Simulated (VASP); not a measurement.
# Zr6GeRu (Pm-3) in VASP: single point with PBE

Aim: the single point of Zr6GeRu with PBE.

Everything below comes from runs of VASP 6.6.1. Logs are shortened: lines on timing, memory, paths and dates and some standing lists are left out, and cuts for length are marked.

## Step 1: The cell of the first run

Symmetry: Pm-3, No. 200, cubic system. The conventional cell has a = 5.445 Å, b = 5.445 Å, c = 5.445 Å, α = 90.00°, β = 90.00°, γ = 90.00°. Zr (site symmetry mm2) has 10 Zr at 2.68 to 3.33 Å and 2 Ru at 3.03 Å and 2 Ge at 3.05 Å within 3.5 Å. Within 4.0 Å of Ge (site symmetry m-3) lie 12 Zr at 3.05 Å. Ru (site symmetry m-3) has 12 Zr at 3.03 Å within 4.0 Å.

## Step 2: Single point, PBE

INCAR reads:

```
PREC = Accurate
ENCUT = 620
EDIFF = 1E-6
ISMEAR = 0
SIGMA = 0.2
LREAL = F
LASPH = T
NELM = 300
ALGO = All
ISIF = 2
LWAVE = F
LCHARG = F
GGA = PE
NBANDS = 60
GGA_COMPAT = F
ISEARCH = 1
KPAR = 4
```

KPOINTS reads:

```
Automatic mesh
0
Gamma
  4 4 4
```

POSCAR reads:

```
Zr6GeRu
1.0
    5.4453292321      0.0000000000      0.0000000000
    0.0000000000      5.4453292321      0.0000000000
    0.0000000000      0.0000000000      5.4453292321
Zr Ge Ru
6 1 1
Direct
    0.0000000000      0.5000000000      0.7539178350
    0.5000000000      0.2460821650      0.0000000000
    0.7539178350      0.0000000000      0.5000000000
    0.0000000000      0.5000000000      0.2460821650
    0.5000000000      0.7539178350      0.0000000000
    0.2460821650      0.0000000000      0.5000000000
    0.5000000000      0.5000000000      0.5000000000
    0.0000000000      0.0000000000      0.0000000000
```

Potentials or basis: VASP PAW PBE potentials, release 64 (Zr_sv, Ge_d, Ru_pv).

Started as:

```console
$ cat potpaw_PBE.64/Zr_sv/POTCAR potpaw_PBE.64/Ge_d/POTCAR potpaw_PBE.64/Ru_pv/POTCAR > POTCAR
$ mpirun -np 4 vasp_std > vasp.out
```

OUTCAR:

```text
PREC = Accurate
   ENCUT = 620
   EDIFF = 1E-6
   ISMEAR = 0
   LREAL = F
   LASPH = T
   NELM = 300
   ISIF = 2
   GGA = PE

 ion  position               nearest neighbor table
   1  0.000  0.500  0.754-   4 2.68   4 2.77   8 3.03   8 3.03   7 3.05   7 3.05   2 3.33   5 3.33
                             3 3.33   6 3.33   6 3.33   2 3.33   5 3.33   3 3.33
   2  0.500  0.246  0.000-   5 2.68   5 2.77   8 3.03   8 3.03   7 3.05   7 3.05   3 3.33   4 3.33
                             3 3.33   6 3.33   1 3.33   1 3.33   4 3.33   6 3.33
   3  0.754  0.000  0.500-   6 2.68   6 2.77   8 3.03   8 3.03   7 3.05   7 3.05   4 3.33   2 3.33
                             5 3.33   5 3.33   1 3.33   4 3.33   1 3.33   2 3.33
   4  0.000  0.500  0.246-   1 2.68   1 2.77   8 3.03   8 3.03   7 3.05   7 3.05   2 3.33   3 3.33
                             3 3.33   6 3.33   5 3.33   2 3.33   5 3.33   6 3.33
   5  0.500  0.754  0.000-   2 2.68   2 2.77   8 3.03   8 3.03   7 3.05   7 3.05   3 3.33   3 3.33
                             6 3.33   4 3.33   6 3.33   1 3.33   4 3.33   1 3.33
   6  0.246  0.000  0.500-   3 2.68   3 2.77   8 3.03   8 3.03   7 3.05   7 3.05   2 3.33   1 3.33
                             2 3.33   5 3.33   4 3.33   1 3.33   4 3.33   5 3.33
   7  0.500  0.500  0.500-   1 3.05   2 3.05   3 3.05   4 3.05   5 3.05   6 3.05   2 3.05   5 3.05
                             3 3.05   6 3.05   1 3.05   4 3.05
   8  0.000  0.000  0.000-   1 3.03   2 3.03   3 3.03   4 3.03   5 3.03   6 3.03   3 3.03   6 3.03
                             1 3.03   4 3.03   2 3.03   5 3.03

  LATTYP: Found a simple cubic cell.
 ALAT       =     5.4453292321

  Lattice vectors:

 A1 = (   5.4453292321,   0.0000000000,   0.0000000000)
 A2 = (   0.0000000000,   5.4453292321,   0.0000000000)
 A3 = (   0.0000000000,   0.0000000000,   5.4453292321)

Analysis of symmetry for initial positions (statically):
=====================================================================
 Subroutine PRICEL returns:
 Original cell was already a primitive cell.

 Routine SETGRP: Setting up the symmetry group for a
 simple cubic supercell.

 Subroutine GETGRP returns: Found 24 space group operations
 (whereof 24 operations were pure point group operations)
 out of a pool of 48 trial point group operations.

The static configuration has the point symmetry T_h .

Analysis of symmetry for dynamics (positions and initial velocities):
=====================================================================
 Subroutine PRICEL returns:
 Original cell was already a primitive cell.

 Routine SETGRP: Setting up the symmetry group for a
 simple cubic supercell.

 Subroutine GETGRP returns: Found 24 space group operations
 (whereof 24 operations were pure point group operations)
 out of a pool of 48 trial point group operations.

The dynamic configuration has the point symmetry T_h .

 Subroutine INISYM returns: Found 24 space group operations
 (whereof 24 operations are pure point group operations),
 and found     1 'primitive' translations

----------------------------------------------------------------------------------------

                                     Primitive cell

  volume of cell :     161.4628

  direct lattice vectors                    reciprocal lattice vectors
     5.445329232  0.000000000  0.000000000     0.183643625  0.000000000  0.000000000
     0.000000000  5.445329232  0.000000000     0.000000000  0.183643625  0.000000000
     0.000000000  0.000000000  5.445329232     0.000000000  0.000000000  0.183643625

  length of vectors
     5.445329232  5.445329232  5.445329232     0.183643625  0.183643625  0.183643625

  position of ions in fractional coordinates (direct lattice)
     0.000000000  0.500000000  0.753917835
     0.500000000  0.246082165  0.000000000
     0.753917835  0.000000000  0.500000000
     0.000000000  0.500000000  0.246082165
     0.500000000  0.753917835  0.000000000
     0.246082165  0.000000000  0.500000000
     0.500000000  0.500000000  0.500000000
     0.000000000  0.000000000  0.000000000

  ion indices of the primitive-cell ions
   primitive index   ion index
                 1           1
                 2           2
                 3           3
                 4           4
                 5           5
                 6           6
                 7           7
                 8           8

----------------------------------------------------------------------------------------

 KPOINTS: Automatic mesh

Automatic generation of k-mesh.
 Grid dimensions read from file:
 generate k-points for:    4    4    4

 Generating k-lattice:

  Cartesian coordinates                     Fractional coordinates (reciprocal lattice)
     0.045910906  0.000000000  0.000000000     0.250000000  0.000000000  0.000000000
     0.000000000  0.045910906  0.000000000     0.000000000  0.250000000  0.000000000
     0.000000000  0.000000000  0.045910906     0.000000000  0.000000000  0.250000000

  Length of vectors
     0.045910906  0.045910906  0.045910906

  Shift w.r.t. Gamma in fractional coordinates (k-lattice)
     0.000000000  0.000000000  0.000000000

 Subroutine IBZKPT returns following result:
 ===========================================

 Found     11 irreducible k-points:

 Following reciprocal coordinates:
            Coordinates               Weight
  0.000000  0.000000  0.000000      1.000000
  0.250000  0.000000  0.000000      6.000000
  0.500000  0.000000  0.000000      3.000000
  0.250000  0.250000  0.000000     12.000000
  0.500000  0.250000  0.000000      6.000000
 -0.250000  0.500000  0.000000      6.000000
  0.500000  0.500000  0.000000      3.000000
  0.250000  0.250000  0.250000      8.000000
  0.500000  0.250000  0.250000     12.000000
  0.500000  0.500000  0.250000      6.000000
  0.500000  0.500000  0.500000      1.000000
   k-points           NKPTS =     11   k-points in BZ     NKDIM =     11   number of bands    NBANDS=     60
   number of dos      NEDOS =    301   number of ions     NIONS =      8
   total plane-waves  NPLWV = 110592
   dimension x,y,z NGX =    48 NGY =   48 NGZ =   48
   dimension x,y,z NGXF=    96 NGYF=   96 NGZF=   96
   ions per type =               6   1   1
   NGX,Y,Z   is equivalent  to a cutoff of  14.65, 14.65, 14.65 a.u.
   NGXF,Y,Z  is equivalent  to a cutoff of  29.31, 29.31, 29.31 a.u.
 SYSTEM =  unknown system
   PREC   = accura    normal or accurate (medium, high low for compatibility)
   ISTART =      0    job   : 0-new  1-cont  2-samecut
   ICHARG =      2    charge: 1-file 2-atom 10-const
   ISPIN  =      1    spin polarized calculation?
   LNONCOLLINEAR =      F non collinear calculations
   LSORBIT =      F    spin-orbit coupling
   LASPH  =      T    aspherical Exc in radial PAW
   ENCUT  =  620.0 eV  45.57 Ry    6.75 a.u.  11.06 11.06 11.06*2*pi/ulx,y,z
   NELM   =    300;   NELMIN=  2; NELMDL= -5     # of ELM steps
   EDIFF  = 0.1E-05   stopping-criterion for ELM
   LREAL  =      F    real-space projection
   EDIFFG = 0.1E-04   stopping-criterion for IOM
   NSW    =      0    number of steps for IOM
   IBRION =     -1    ionic relax: 0-MD 1-quasi-New 2-CG
   NFREE  =      0    steps in history (QN), initial steepest desc. (CG)
   ISIF   =      2    stress and relaxation
   ISYM   =      2    0-nonsym 1-usesym 2-fastsym
   POTIM  = 0.5000    time-step for ionic-motion
   TEBEG  =    0.0;   TEEND  =   0.0 temperature during run
   PSTRESS=    0.0 pullay stress
   NELECT =     100.0000    total number of electrons
   NUPDOWN=      -1.0000    fix difference up-down
   EMIN   =  10.00;   EMAX   =-10.00  energy-range for DOS
   EFERMI =   0.00;   METHOD = LEGACY
   ISMEAR =     0;   SIGMA  =   0.20  broadening in eV -4-tet -1-fermi 0-gaus
   EFERMI_NEDOS =   21; number of points for ismear=-14 and -15
   IALGO  =     58    algorithm
   IMIX   =      4    mixing-type and parameters
     AMIX     =   0.40;   BMIX     =  1.00
     AMIX_MAG =   1.60;   BMIX_MAG =  1.00
  volume/ion in A,a.u.               =      20.18       136.20
  Fermi-wavevector in a.u.,A,eV,Ry     =   1.395460  2.637037 26.494738  1.947308
  Thomas-Fermi vector in A             =   2.518910
   LORBIT       =      0    0 simple, 1 ext, 2 COOP (PROOUT), +10 PAW based schemes
   GGA     = PE    functional components
   LHFCALC =     F    Hartree Fock is set to
   AEXX    =    0.0000 exact exchange contribution
   IVDW    =     0    specifies the selected vdW correction
   LEPSILON=     F    determine dielectric tensor
   LRPA    =     F    only Hartree local field effects (RPA)
 non-spin polarized calculation
 Gauss-broadening in eV      SIGMA  =   0.20
  energy-cutoff  :      620.00
  volume of cell :      161.46
 maximum number of plane-waves:      5695
 NGX is ok and might be reduce to    48
   NGX = 23   NGY = 23   NGZ = 23

 number of electron     100.0000004 magnetization

 Free energy of the ion-electron system (eV)
  ---------------------------------------------------
  ext. energy  EPLUGINS =         0.00000000
  ---------------------------------------------------
  free energy    TOTEN  =       -67.12483428 eV

  energy without entropy =      -66.87151024  energy(sigma->0) =      -66.99817226

 E-fermi :   9.3708     XC(G=0): -11.6488

 val. band max:        9.3704026528   @ k =   0.2500   0.2500   0.2500
 cond. band min:       9.3781131465   @ k =   0.5000   0.2500   0.2500
 fundamental gap:      0.0077104938
 Fermi energy:         9.3707782130

 k-point     1 :       0.0000    0.0000    0.0000
  band No.  band energies     occupation
      1     -39.0096      2.00000
      2     -38.9214      2.00000
      3     -38.9214      2.00000
      4     -38.6685      2.00000
      5     -38.6685      2.00000
      6     -38.6685      2.00000
[... 52 lines left out ...]
     59      13.0206      0.00000
     60      13.0433      0.00000

 k-point     2 :       0.2500    0.0000    0.0000
  band No.  band energies     occupation
      1     -38.9906      2.00000
      2     -38.9315      2.00000
      3     -38.8930      2.00000
      4     -38.7087      2.00000
      5     -38.6685      2.00000
      6     -38.6684      2.00000
[... 564 lines left out ...]
      4     -38.7907      2.00000
      5     -38.7907      2.00000
      6     -38.7907      2.00000
[... 52 lines left out ...]
     59      11.4675      0.00000
     60      12.3963      0.00000

------------------------ aborting loop because EDIFF is reached ----------------------------------------

  FORCE on cell =-STRESS in cart. coord.  units (eV):
  Direction    XX          YY          ZZ          XY          YZ          ZX
  --------------------------------------------------------------------------------------
  -------------------------------------------------------------------------------------
  Total        0.4004121      0.4004121      0.4004121     -0.0000000     -0.0000000      0.0000000
  in kB        3.9732450      3.9732450      3.9732450     -0.0000000     -0.0000000      0.0000000
  external PRESSURE =       3.9732450 kB  Pullay stress =       0.0000000 kB

 VOLUME and BASIS-vectors are now :
 -----------------------------------------------------------------------------
  energy-cutoff  :      620.00
  volume of cell :      161.46
      direct lattice vectors                 reciprocal lattice vectors
     5.445329232  0.000000000  0.000000000     0.183643625  0.000000000  0.000000000
     0.000000000  5.445329232  0.000000000     0.000000000  0.183643625  0.000000000
     0.000000000  0.000000000  5.445329232     0.000000000  0.000000000  0.183643625

 POSITION                                       TOTAL-FORCE (eV/Angst)
 -----------------------------------------------------------------------------------
      0.00000      2.72266      4.10533        -0.000000      0.000000      0.058017
      2.72266      1.34000      0.00000         0.000000     -0.058017      0.000000
      4.10533      0.00000      2.72266         0.058017      0.000000     -0.000000
      0.00000      2.72266      1.34000         0.000000      0.000000     -0.058017
      2.72266      4.10533      0.00000        -0.000000      0.058017     -0.000000
      1.34000      0.00000      2.72266        -0.058017      0.000000      0.000000
      2.72266      2.72266      2.72266         0.000000      0.000000      0.000000
      0.00000      0.00000      0.00000         0.000000      0.000000      0.000000
 -----------------------------------------------------------------------------------
    total drift:                                0.000000     -0.000000      0.000000

  FREE ENERGIE OF THE ION-ELECTRON SYSTEM (eV)
  ---------------------------------------------------
  free  energy   TOTEN  =       -67.1248342823 eV

  energy  without entropy=      -66.8715083321  energy(sigma->0) =      -66.99817131
```

Run time: 2.7 min. Hardware: 4 MPI ranks of AMD EPYC 7R43 (Zen 3), shared host; peak memory 0.46 GiB.

What came out:

```
Free energy            : -67.1248 eV
Pressure               : 0.4 GPa
Largest force          : 0.058 eV/Å
Band gap on the k mesh : zero (bands 50 and 51 overlap by 0.54 eV)
```

Forces in eV/Å, atoms in the order of the input:
```
Zr   0.000  0.000  0.058
Zr   0.000 -0.058  0.000
Zr   0.058  0.000  0.000
Zr   0.000  0.000 -0.058
Zr   0.000  0.058  0.000
Zr  -0.058  0.000  0.000
Ge   0.000  0.000  0.000
Ru   0.000  0.000  0.000
```
